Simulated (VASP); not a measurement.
A run of VASP 6.6.1 is set up as follows.

INCAR

```
ALGO     = Normal         # electronic algorithm
DIPOL    = 0.5 0.5 0.305
EDIFF    = 1E-7           # SCF threshold, eV
ENCUT    = 520            # plane-wave cutoff, eV
GGA      = PE             # functional
IDIPOL   = 3            
ISIF     = 2              # what is computed and relaxed
ISMEAR   = 0              # smearing method
LASPH    = True           # aspherical terms in the spheres
LCHARG   = False          # write CHGCAR
LDIPOL   = True         
LREAL    = False          # projectors in reciprocal space
LWAVE    = False          # write WAVECAR
NBANDS   = 36             # bands
NELM     = 60             # most SCF steps
PREC     = Accurate       # precision mode
SIGMA    = 0.1            # smearing width, eV
```

The input KPOINTS:

```
k-points
0
Gamma
  5 5 1
```

The input POSCAR:

```
Al6N
1.0
    5.7143028096      0.0000000000      0.0000000000
    0.0000000000      5.7143028096      0.0000000000
    0.0000000000      0.0000000000     22.1750227687
Al N
12 2
Direct
    0.2500000000      0.2500000000      0.1803831293
    0.2500000000      0.7500000000      0.1803831293
    0.7500000000      0.2500000000      0.1803831293
    0.7500000000      0.7500000000      0.1803831293
    0.0000000000      0.0000000000      0.2744094920
    0.0000000000      0.5000000000      0.2744094920
    0.5000000000      0.0000000000      0.2744094920
    0.5000000000      0.5000000000      0.2744094920
    0.2500000000      0.2500000000      0.3686590473
    0.2500000000      0.7500000000      0.3686590473
    0.7500000000      0.2500000000      0.3686590473
    0.7500000000      0.7500000000      0.3686590473
    0.3660379008      0.5000000000      0.4859080814
    0.6339620992      0.5000000000      0.4859080814
```

Potentials or basis: VASP PAW PBE potentials, release 64 (Al, N).

Run with:

```bash
$ cat potpaw_PBE.64/Al/POTCAR potpaw_PBE.64/N/POTCAR > POTCAR
$ mpirun -np 1 vasp_std > vasp.out
```

Q: Predict the band gap on the k mesh.

A: Zero (bands 23 and 24 overlap by 0.39 eV).

Q: Estimate the largest force.

A: 11.884 eV/Å.

Forces in eV/Å, atoms in the order of the input:
```
Al   -0.012  -0.005   0.039
Al   -0.012   0.005   0.039
Al    0.012  -0.005   0.039
Al    0.012   0.005   0.039
Al    0.000   0.000   0.003
Al    0.000   0.000   0.009
Al    0.000   0.000  -0.051
Al    0.000   0.000   0.070
Al   -0.053  -0.039   0.140
Al   -0.053   0.039   0.140
Al    0.053  -0.039   0.140
Al    0.053   0.039   0.140
N    11.878   0.000  -0.372
N   -11.878   0.000  -0.372
```
